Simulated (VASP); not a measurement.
TaN:

```
Ta N
1.0
     5.19600    0.00000    0.00000
    -2.59800    4.49987    0.00000
     0.00000    0.00000    2.91100
Ta N
3 3
Direct
  0.00000 0.00000 0.00000
  0.66667 0.33333 0.50000
  0.33333 0.66667 0.50000
  0.00000 0.39285 0.00000
  0.60715 0.60715 0.00000
  0.39285 0.00000 0.00000
```

```yaml
Program: VASP 6.6.1
Task: relaxation of cell and atoms
Functional: PBEsol
Dispersion: D4
Potentials_or_basis: VASP PAW PBE potentials, release 64 (Ta_pv, N)
Cutoff: 600 eV
k_mesh: 6 × 6 × 9
Occupations: fermi-dirac, width 0.05 eV
Spin: no spin polarisation
```

At the start: pressure -5.6 GPa; volume 11.34 Å³/atom.

Question: Where does the relaxation end?

Answer: Over 8 steps the energy falls by 3.6 meV/atom and the volume is 11.15 Å³/atom (-1.7 %); space group P-62m (No. 189, to 0.05 Å).

The path:
```csv
step,energy change (eV),largest force (eV/Å),pressure (GPa),volume (Å³)
1,0.0000,0.0185,-5.62,68.06
2,0.1049,0.2042,15.44,64.22
3,-0.0213,0.0740,-0.02,66.92
4,-0.0213,0.0751,0.09,66.90
5,-0.0217,0.0034,0.00,66.90
6,-0.0218,0.0160,0.02,66.90
7,-0.0218,0.0146,0.02,66.90
8,-0.0218,0.0030,-0.07,66.91
```

Final structure:
```
Ta N
1.0
     5.17217    0.00000    0.00000
    -2.58609    4.47923    0.00000
     0.00000    0.00000    2.88823
Ta N
3 3
Direct
  0.00000 0.00000 0.00000
  0.66667 0.33333 0.50000
  0.33333 0.66667 0.50000
  0.00000 0.39349 0.00000
  0.60650 0.60651 0.00000
  0.39349 0.00000 0.00000
```

Caveat: the PAW data sets were made with another functional, which shifts forces and pressure a little; pairwise dispersion overbinds metals, which lowers pressure and volume.
